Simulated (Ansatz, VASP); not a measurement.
## Two plane-wave programs on K2MgGaC6N6

Contents of INCAR:

```
SYSTEM = K2MgGaC6N6
  PREC = Accurate
  ENCUT = 520
  EDIFF = 1E-7
  ISMEAR = 0
  SIGMA = 0.1
  LREAL = Auto
  LASPH = .TRUE.
  NELM = 150
  ALGO = Normal
  ISIF = 2
  LWAVE = .FALSE.
  LCHARG = .FALSE.
  ISPIN = 2
  MAGMOM = 0 0 0 0 1 1 1 1 1 1 1 1 1 1 1 1
  LORBIT = 11
  GGA = PE
  NBANDS = 62
```

The input KPOINTS:

```
Automatic mesh
0
G
  4 4 4
  0 0 0
```

POSCAR

```
K2MgGaC6N6
1.0
    0.0000000000      5.1410000000      5.1410000000
    5.1410000000      0.0000000000      5.1410000000
    5.1410000000      5.1410000000      0.0000000000
K Mg Ga C N
2 1 1 6 6
Direct
    0.2500000000      0.2500000000      0.2500000000
    0.7500000000      0.7500000000      0.7500000000
    0.5000000000      0.5000000000      0.5000000000
    0.0000000000      0.0000000000      0.0000000000
    0.8156000800      0.1843999200      0.1843999200
    0.1843999200      0.8156000800      0.1843999200
    0.1843999200      0.1843999200      0.8156000800
    0.1843999200      0.8156000800      0.8156000800
    0.8156000800      0.1843999200      0.8156000800
    0.8156000800      0.8156000800      0.1843999200
    0.7018089900      0.2981910100      0.2981910100
    0.2981910100      0.7018089900      0.2981910100
    0.2981910100      0.2981910100      0.7018089900
    0.2981910100      0.7018089900      0.7018089900
    0.7018089900      0.2981910100      0.7018089900
    0.7018089900      0.7018089900      0.2981910100
```

Input for Ansatz:

```yaml
crystal:
  lattice:
    - [0.0, 5.141, 5.141]
    - [5.141, 0.0, 5.141]
    - [5.141, 5.141, 0.0]
  atoms:
    - { symbol: K, position: [0.25, 0.25, 0.25] }
    - { symbol: K, position: [0.75, 0.75, 0.75] }
    - { symbol: Mg, position: [0.5, 0.5, 0.5] }
    - { symbol: Ga, position: [0.0, 0.0, 0.0] }
    - { symbol: C, position: [0.81560008, 0.18439992, 0.18439992], spin: 1.0 }
    - { symbol: C, position: [0.18439992, 0.81560008, 0.18439992], spin: 1.0 }
    - { symbol: C, position: [0.18439992, 0.18439992, 0.81560008], spin: 1.0 }
    - { symbol: C, position: [0.18439992, 0.81560008, 0.81560008], spin: 1.0 }
    - { symbol: C, position: [0.81560008, 0.18439992, 0.81560008], spin: 1.0 }
    - { symbol: C, position: [0.81560008, 0.81560008, 0.18439992], spin: 1.0 }
    - { symbol: "N", position: [0.70180899, 0.29819101, 0.29819101], spin: 1.0 }
    - { symbol: "N", position: [0.29819101, 0.70180899, 0.29819101], spin: 1.0 }
    - { symbol: "N", position: [0.29819101, 0.29819101, 0.70180899], spin: 1.0 }
    - { symbol: "N", position: [0.29819101, 0.70180899, 0.70180899], spin: 1.0 }
    - { symbol: "N", position: [0.70180899, 0.29819101, 0.70180899], spin: 1.0 }
    - { symbol: "N", position: [0.70180899, 0.70180899, 0.29819101], spin: 1.0 }
basis:
  ecutwfc: 420
kpoints:
  mp_grid: { grid: [4, 4, 4] }
hamiltonian:
  xc: pbe
scf:
  occupations: { method: gaussian, width: 0.1 }
  lower_state_search: "off"
output:
  forces: true
  stress: true
  eigenvalues: true
  populations: true
magnetization:
  spin_polarized: true
```

Alike in both runs: task single point; functional PBE; k mesh 4 × 4 × 4; occupations gaussian, width 0.1 eV; collinear spin.

|  | VASP | Ansatz |
| --- | --- | --- |
| version | VASP 6.6.1 | Ansatz 0.2.0 |
| potentials or method | VASP PAW PBE potentials, release 64 (K_sv, Mg, Ga_d, C, N), cutoff 520 eV | scalar-relativistic, plane waves, PAW |
| valence electrons in the cell | 87 | 95 |

VASP gave:

```
gap on the k mesh at the Fermi level (eV) : none
pressure (GPa)                            : 12.1
rms of the force components (eV/Å)        : 0.888
net moment per atom (μB)                  : 0.00
```

Problem. What did Ansatz give for the same quantities?

Solution. gap on the k mesh at the Fermi level (eV): none; pressure (GPa): 11.8; rms of the force components (eV/Å): 0.987; net moment per atom (μB): 0.00.

Atom by atom the forces differ by 0.210 eV/Å (rms over components). A gap of «none» marks a metal or a gap that the smearing closes. The functional is the same, so the differences come from potentials, cutoffs and numerics. VASP's potentials hold 87 valence electrons a cell and Ansatz's 95, so a difference there can come from the potentials and not from the codes. Ansatz's warnings: seeded moment not kept.

Noted on VASP's run: the standard files for N, O and F lose accuracy on very short bonds.
